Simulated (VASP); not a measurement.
# Ta (P6_3/mmc) in VASP: a series of runs

The runs below take Ta through relaxation of cell and atoms, single point, with RPBE, revPBE, BLYP, LDA.

Program: VASP 6.6.1. These are calculated values, not measurements. Logs are shortened: lines on timing, memory, paths and dates and some standing lists are left out, and cuts for length are marked.

## 1. The cell of the first run

It takes space group P6_3/mmc (No. 194, hexagonal). The conventional cell has a = 2.900 Å, b = 2.900 Å, c = 5.166 Å, α = 90.00°, β = 90.00°, γ = 120.00°. Ta (site symmetry -6m2) has 12 Ta at 2.90 to 3.08 Å within 3.8 Å.

## 2. Relaxation of cell and atoms, RPBE

INCAR

```
SYSTEM = Ta
  PREC = Accurate
  ENCUT = 600
  EDIFF = 1E-7
  ISMEAR = -1
  SIGMA = 0.05
  LREAL = .FALSE.
  LASPH = .TRUE.
  NELM = 60
  ALGO = Normal
  ISIF = 3
  LWAVE = .FALSE.
  LCHARG = .FALSE.
  GGA = RP
  IBRION = 2
  NSW = 80
  EDIFFG = -0.01
```

KPOINTS

```
Automatic mesh
0
G
  11 11 5
  0 0 0
```

POSCAR

```
Ta
1.0
    2.9003720726      0.0000000000      0.0000000000
   -1.4501860363      2.5117958953      0.0000000000
    0.0000000000      0.0000000000      5.1662740000
Ta
2
Direct
    0.3333333333      0.6666666667      0.2500000000
    0.6666666667      0.3333333333      0.7500000000
```

Potentials or basis: VASP PAW PBE potentials, release 64 (Ta_pv).

Run with:

```console
> cat potpaw_PBE.64/Ta_pv/POTCAR > POTCAR
> mpirun -np 1 vasp_std > vasp.out
```

OUTCAR:

```text
SYSTEM = Ta
   PREC = Accurate
   ENCUT = 600
   EDIFF = 1E-7
   ISMEAR = -1
   LREAL = .FALSE.
   LASPH = .TRUE.
   NELM = 60
   ISIF = 3
   GGA = RP
   IBRION = 2
   NSW = 80
   EDIFFG = -0.01

 ion  position               nearest neighbor table
   1  0.333  0.667  0.250-   2 3.08   2 3.08   2 3.08   2 3.08   2 3.08   2 3.08
   2  0.667  0.333  0.750-   1 3.08   1 3.08   1 3.08   1 3.08   1 3.08   1 3.08

  LATTYP: Found a hexagonal cell.
 ALAT       =     2.9003720726
 C/A-ratio  =     1.7812452577

  Lattice vectors:

 A1 = (   2.9003720726,   0.0000000000,   0.0000000000)
 A2 = (  -1.4501860363,   2.5117958953,   0.0000000000)
 A3 = (   0.0000000000,   0.0000000000,   5.1662740000)

Analysis of symmetry for initial positions (statically):
=====================================================================
 Subroutine PRICEL returns:
 Original cell was already a primitive cell.

 Routine SETGRP: Setting up the symmetry group for a
 hexagonal supercell.

 Subroutine GETGRP returns: Found 24 space group operations
 (whereof 12 operations were pure point group operations)
 out of a pool of 24 trial point group operations.

The static configuration has the point symmetry D_3d.
 The point group associated with its full space group is D_6h.

Analysis of symmetry for dynamics (positions and initial velocities):
=====================================================================
 Subroutine PRICEL returns:
 Original cell was already a primitive cell.

 Routine SETGRP: Setting up the symmetry group for a
 hexagonal supercell.

 Subroutine GETGRP returns: Found 24 space group operations
 (whereof 12 operations were pure point group operations)
 out of a pool of 24 trial point group operations.

The dynamic configuration has the point symmetry D_3d.
 The point group associated with its full space group is D_6h.

 Subroutine INISYM returns: Found 24 space group operations
 (whereof 12 operations are pure point group operations),
 and found     1 'primitive' translations

----------------------------------------------------------------------------------------

                                     Primitive cell

  volume of cell :      37.6370

  direct lattice vectors                    reciprocal lattice vectors
     2.900372073  0.000000000  0.000000000     0.344783350  0.199060760  0.000000000
    -1.450186036  2.511795895  0.000000000     0.000000000  0.398121520  0.000000000
     0.000000000  0.000000000  5.166274000     0.000000000  0.000000000  0.193563098

  length of vectors
     2.900372073  2.900372073  5.166274000     0.398121520  0.398121520  0.193563098

  position of ions in fractional coordinates (direct lattice)
     0.333333333  0.666666667  0.250000000
     0.666666667  0.333333333  0.750000000

  ion indices of the primitive-cell ions
   primitive index   ion index
                 1           1
                 2           2

----------------------------------------------------------------------------------------

 KPOINTS: Automatic mesh

Automatic generation of k-mesh.
 Grid dimensions read from file:
 generate k-points for:   11   11    5

 Generating k-lattice:

  Cartesian coordinates                     Fractional coordinates (reciprocal lattice)
     0.031343941  0.018096433  0.000000000     0.090909091 -0.000000000  0.000000000
     0.000000000  0.036192865  0.000000000     0.000000000  0.090909091  0.000000000
     0.000000000  0.000000000  0.038712620     0.000000000  0.000000000  0.200000000

  Length of vectors
     0.036192865  0.036192865  0.038712620

  Shift w.r.t. Gamma in fractional coordinates (k-lattice)
     0.000000000  0.000000000  0.000000000

 Subroutine IBZKPT returns following result:
 ===========================================

 Found     48 irreducible k-points:

 Following reciprocal coordinates:
            Coordinates               Weight
  0.000000  0.000000  0.000000      1.000000
  0.090909  0.000000  0.000000      6.000000
  0.181818  0.000000  0.000000      6.000000
  0.272727  0.000000  0.000000      6.000000
  0.363636 -0.000000  0.000000      6.000000
  0.454545  0.000000  0.000000      6.000000
[... 16 lines left out ...]
  0.090909  0.090909  0.200000     12.000000
  0.181818  0.090909  0.200000     24.000000
 [... further k-points ...]
   k-points           NKPTS =     48   k-points in BZ     NKDIM =     48   number of bands    NBANDS=     15
   number of dos      NEDOS =    301   number of ions     NIONS =      2
   total plane-waves  NPLWV =  24192
   dimension x,y,z NGX =    24 NGY =   24 NGZ =   42
   dimension x,y,z NGXF=    48 NGYF=   48 NGZF=   84
   ions per type =               2
   NGX,Y,Z   is equivalent  to a cutoff of  13.76, 13.76, 13.52 a.u.
   NGXF,Y,Z  is equivalent  to a cutoff of  27.51, 27.51, 27.03 a.u.
 SYSTEM =  Ta
   PREC   = accura    normal or accurate (medium, high low for compatibility)
   ISTART =      0    job   : 0-new  1-cont  2-samecut
   ICHARG =      2    charge: 1-file 2-atom 10-const
   ISPIN  =      1    spin polarized calculation?
   LNONCOLLINEAR =      F non collinear calculations
   LSORBIT =      F    spin-orbit coupling
   LASPH  =      T    aspherical Exc in radial PAW
   ENCUT  =  600.0 eV  44.10 Ry    6.64 a.u.   5.79  5.79 10.32*2*pi/ulx,y,z
   NELM   =     60;   NELMIN=  2; NELMDL= -5     # of ELM steps
   EDIFF  = 0.1E-06   stopping-criterion for ELM
   LREAL  =      F    real-space projection
   EDIFFG = -.1E-01   stopping-criterion for IOM
   NSW    =     80    number of steps for IOM
   IBRION =      2    ionic relax: 0-MD 1-quasi-New 2-CG
   NFREE  =      1    steps in history (QN), initial steepest desc. (CG)
   ISIF   =      3    stress and relaxation
   ISYM   =      2    0-nonsym 1-usesym 2-fastsym
   POTIM  = 0.5000    time-step for ionic-motion
   TEBEG  =    0.0;   TEEND  =   0.0 temperature during run
   PSTRESS=    0.0 pullay stress
   NELECT =      22.0000    total number of electrons
   NUPDOWN=      -1.0000    fix difference up-down
   EMIN   =  10.00;   EMAX   =-10.00  energy-range for DOS
   EFERMI =   0.00;   METHOD = LEGACY
   ISMEAR =    -1;   SIGMA  =   0.05  broadening in eV -4-tet -1-fermi 0-gaus
   EFERMI_NEDOS =   21; number of points for ismear=-14 and -15
   IALGO  =     38    algorithm
   IMIX   =      4    mixing-type and parameters
     AMIX     =   0.40;   BMIX     =  1.00
     AMIX_MAG =   1.60;   BMIX_MAG =  1.00
  volume/ion in A,a.u.               =      18.82       126.99
  Fermi-wavevector in a.u.,A,eV,Ry     =   1.368812  2.586680 25.492516  1.873647
  Thomas-Fermi vector in A             =   2.494743
   LORBIT       =      0    0 simple, 1 ext, 2 COOP (PROOUT), +10 PAW based schemes
   GGA     = RP    functional components
   LHFCALC =     F    Hartree Fock is set to
   AEXX    =    0.0000 exact exchange contribution
   IVDW    =     0    specifies the selected vdW correction
   LEPSILON=     F    determine dielectric tensor
   LRPA    =     F    only Hartree local field effects (RPA)
 conjugate gradient relaxation of ions
 non-spin polarized calculation
  energy-cutoff  :      600.00
  volume of cell :       37.64
 maximum number of plane-waves:      1275
 NGX is ok and might be reduce to    24
   NGX = 11   NGY = 11   NGZ = 21

--------------------------------------- Ionic step        1  -------------------------------------------

 number of electron      22.0000002 magnetization

 Free energy of the ion-electron system (eV)
  ---------------------------------------------------
  ext. energy  EPLUGINS =         0.00000000
  ---------------------------------------------------
  free energy    TOTEN  =       -22.10322379 eV

  energy without entropy =      -22.08388057  energy(sigma->0) =      -22.09355218

------------------------ aborting loop because EDIFF is reached ----------------------------------------

  FORCE on cell =-STRESS in cart. coord.  units (eV):
  Direction    XX          YY          ZZ          XY          YZ          ZX
  --------------------------------------------------------------------------------------
  -------------------------------------------------------------------------------------
  Total        0.5118069      0.5118069      0.6154192      0.0000000      0.0000000     -0.0000000
  in kB       21.7871880     21.7871880     26.1978800      0.0000000      0.0000000     -0.0000000
  external PRESSURE =      23.2574186 kB  Pullay stress =       0.0000000 kB

 VOLUME and BASIS-vectors are now :
 -----------------------------------------------------------------------------
  energy-cutoff  :      600.00
  volume of cell :       37.64
      direct lattice vectors                 reciprocal lattice vectors
     2.900372073  0.000000000  0.000000000     0.344783350  0.199060760  0.000000000
    -1.450186036  2.511795895  0.000000000     0.000000000  0.398121520  0.000000000
     0.000000000  0.000000000  5.166274000     0.000000000  0.000000000  0.193563098
[... 109 lines left out ...]
 POSITION                                       TOTAL-FORCE (eV/Angst)
 -----------------------------------------------------------------------------------
     -0.00000      1.68101      1.29758        -0.000000      0.000000      0.000000
      1.45580      0.84050      3.89273         0.000000      0.000000      0.000000
 -----------------------------------------------------------------------------------
    total drift:                               -0.000000      0.000000     -0.000000

  FREE ENERGIE OF THE ION-ELECTRON SYSTEM (eV)
  ---------------------------------------------------
  free  energy   TOTEN  =       -22.1066433355 eV

  energy  without entropy=      -22.0868494624  energy(sigma->0) =      -22.09674640

--------------------------------------- Ionic step        5  -------------------------------------------

 number of electron      22.0000003 magnetization

 Free energy of the ion-electron system (eV)
  ---------------------------------------------------
  ext. energy  EPLUGINS =         0.00000000
  ---------------------------------------------------
  free energy    TOTEN  =       -22.10670857 eV

  energy without entropy =      -22.08716076  energy(sigma->0) =      -22.09693467

 E-fermi :   5.5786     XC(G=0): -12.2629

 val. band max:        5.5774810209   @ k =   0.3636  -0.0000   0.0000
 cond. band min:       5.5964639549   @ k =   0.2727   0.0909   0.4000
 fundamental gap:      0.0189829339
 Fermi energy:         5.5786297107

 k-point     1 :       0.0000    0.0000    0.0000
  band No.  band energies     occupation
      1     -29.0366      2.00000
      2     -28.2732      2.00000
      3     -28.1437      2.00000
      4     -28.1437      2.00000
      5     -28.0672      2.00000
      6     -28.0672      2.00000
      7      -2.5607      2.00000
      8       0.7012      2.00000
      9       4.9991      1.99998
     10       5.3349      1.98485
     11       6.1854      0.00001
     12       6.1854      0.00001
     13       6.7303      0.00000
     14       6.7303      0.00000
     15       8.5420      0.00000
[... 397 lines left out ...]
 k-point    24 :       0.1818    0.0909    0.2000
  band No.  band energies     occupation
      1     -28.8477      2.00000
      2     -28.5831      2.00000
      3     -28.5489      2.00000
      4     -28.3340      2.00000
      5     -28.2607      2.00000
      6     -28.1932      2.00000
      7      -0.3655      2.00000
      8       2.2999      2.00000
      9       3.5117      2.00000
     10       4.4810      2.00000
     11       5.1659      1.99948
     12       5.7787      0.03596
     13       7.3426      0.00000
     14       7.5362      0.00000
     15       8.5519      0.00000

 [... further k-points ...]

------------------------ aborting loop because EDIFF is reached ----------------------------------------

  FORCE on cell =-STRESS in cart. coord.  units (eV):
  Direction    XX          YY          ZZ          XY          YZ          ZX
  --------------------------------------------------------------------------------------
  -------------------------------------------------------------------------------------
  Total        0.0158886      0.0158886     -0.0005549     -0.0000000     -0.0000000     -0.0000000
  in kB        0.6680495      0.6680495     -0.0233296     -0.0000000     -0.0000000     -0.0000000
  external PRESSURE =       0.4375898 kB  Pullay stress =       0.0000000 kB

 VOLUME and BASIS-vectors are now :
 -----------------------------------------------------------------------------
  energy-cutoff  :      600.00
  volume of cell :       38.11
      direct lattice vectors                 reciprocal lattice vectors
     2.909490355 -0.000000000 -0.000000000     0.343702806  0.198436908 -0.000000000
    -1.454745178  2.519692560  0.000000000     0.000000000  0.396873815 -0.000000000
     0.000000000  0.000000000  5.197829536     0.000000000  0.000000000  0.192387994

 POSITION                                       TOTAL-FORCE (eV/Angst)
 -----------------------------------------------------------------------------------
     -0.00000      1.67980      1.29946        -0.000000      0.000000      0.000000
      1.45475      0.83990      3.89837         0.000000     -0.000000      0.000000
 -----------------------------------------------------------------------------------
    total drift:                               -0.000000      0.000000     -0.000000

  FREE ENERGIE OF THE ION-ELECTRON SYSTEM (eV)
  ---------------------------------------------------
  free  energy   TOTEN  =       -22.1067085700 eV

  energy  without entropy=      -22.0871607620  energy(sigma->0) =      -22.09693467

 reached required accuracy - stopping structural energy minimisation
```

Wall time 65 s (1 thread of Intel Xeon 6975P-C, shared host); peak memory 0.19 GiB.

What came out:

| Property | Result |
| --- | --- |
| Free energy | -22.1067 eV |
| Relaxed volume | 19.05 Å³/atom |
| Relaxed cell | a = 2.909 Å, b = 2.909 Å, c = 5.198 Å, α = 90.00°, β = 90.00°, γ = 120.00° |
| Space group after relaxing (to 0.05 Å) | P6_3/mmc (No. 194) |
| Energy gained by relaxing | 1.7 meV/atom |
| Ionic steps | 5 |
| Pressure after relaxing | 0.0 GPa |
| Band gap on the k mesh | zero (band 11 reaches 6.43 eV, above the bottom of band 12 at 5.01 eV) |

The path:
```csv
step,energy change (eV),largest force (eV/Å),pressure (GPa),volume (Å³)
1,0.0000,0.0000,2.33,37.64
2,0.0119,0.0000,-4.65,39.14
3,-0.0034,0.0000,-0.03,38.11
4,-0.0034,0.0000,0.01,38.11
5,-0.0035,0.0000,0.04,38.11
```

Final structure:
```cif
data_structure
_symmetry_space_group_name_H-M 'P 1'
_symmetry_Int_Tables_number 1
_cell_length_a 2.9095
_cell_length_b 2.9095
_cell_length_c 5.1978
_cell_angle_alpha 90.000
_cell_angle_beta 90.000
_cell_angle_gamma 120.000
_cell_volume 38.11
loop_
_atom_site_label
_atom_site_type_symbol
_atom_site_fract_x
_atom_site_fract_y
_atom_site_fract_z
_atom_site_occupancy
Ta1 Ta 0.33333 0.66667 0.25000 1
Ta2 Ta 0.66667 0.33333 0.75000 1
```

Levels at points of the mesh, in eV from the Fermi level:
```
           k point  band 9  band 10  band 11  band 12  band 13  band 14
(0.00, 0.00, 0.00)   -0.58    -0.24     0.61     0.61     1.15     1.15
```

Caveat: the PAW data sets were made with another functional, which shifts forces and pressure a little; spin-orbit coupling is left out, which moves the levels of the heavy elements.

[end of part 1 of 2]
